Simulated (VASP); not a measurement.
Set up this calculation in VASP 6.6.1, as the native input.

```yaml
Task: single point
Functional: PBEsol
Potentials_or_basis: VASP PAW PBE potentials, release 64 (P, In_d)
Cutoff: 520 eV
k_mesh: 8 × 8 × 1
Occupations: gaussian, width 0.05 eV
Spin: no spin polarisation
Dipole_correction: yes
Further_INCAR_settings: ALGO = Normal; EDIFF = 1e-06; NBANDS = 48
```

The structure of In4P5 lies in POSCAR:

```
In4P5
1.0
    4.1565024009      0.0000000000      0.0000000000
    0.0000000000      4.1565024009      0.0000000000
    0.0000000000      0.0000000000     26.7563641348
P In
5 4
Direct
    0.0000000000      0.5000000000      0.2808800029
    0.5000000000      0.0000000000      0.3908291845
    0.0000000000      0.5000000000      0.5000000651
    0.5000000000      0.0000000000      0.6091707655
    0.0000000000      0.5000000000      0.7191200533
    0.5000000000      0.5000000000      0.3341627600
    0.0000000000      0.0000000000      0.4447347456
    0.5000000000      0.5000000000      0.5552652206
    0.0000000000      0.0000000000      0.6658372026
```

These files were run (other wordings do the same):

INCAR

```
SYSTEM = In4P5
PREC     = Accurate       ! precision mode
ENCUT    = 520            ! plane-wave cutoff, eV
EDIFF    = 1E-6           ! SCF threshold, eV
ISMEAR   = 0              ! smearing method
SIGMA    = 0.05           ! smearing width, eV
LREAL    = .False.        ! projectors in reciprocal space
LASPH    = .True.         ! aspherical terms in the spheres
NELM     = 100            ! most SCF steps
ALGO     = Normal         ! electronic algorithm
ISIF     = 2              ! what is computed and relaxed
LWAVE    = .False.        ! write WAVECAR
LCHARG   = .False.        ! write CHGCAR
LDIPOL   = .True.       
IDIPOL   = 3            
DIPOL    = 0.5 0.5 0.500
GGA      = PS             ! functional
NBANDS   = 48             ! bands
```

KPOINTS

```
Automatic mesh
0
Gamma
  8 8 1
  0 0 0
```

Potentials or basis: VASP PAW PBE potentials, release 64 (P, In_d).

Launch:

```console
$ cat potpaw_PBE.64/P/POTCAR potpaw_PBE.64/In_d/POTCAR > POTCAR
$ mpirun -np 1 vasp_std > vasp.out
```

It gave:

- Largest force: 0.005 eV/Å

Caveat: the PAW data sets were made with another functional, which shifts forces and pressure a little.

Wall time 9.4 min on 1 thread of Intel Xeon 6975P-C, on a shared host, peak memory 0.59 GiB.
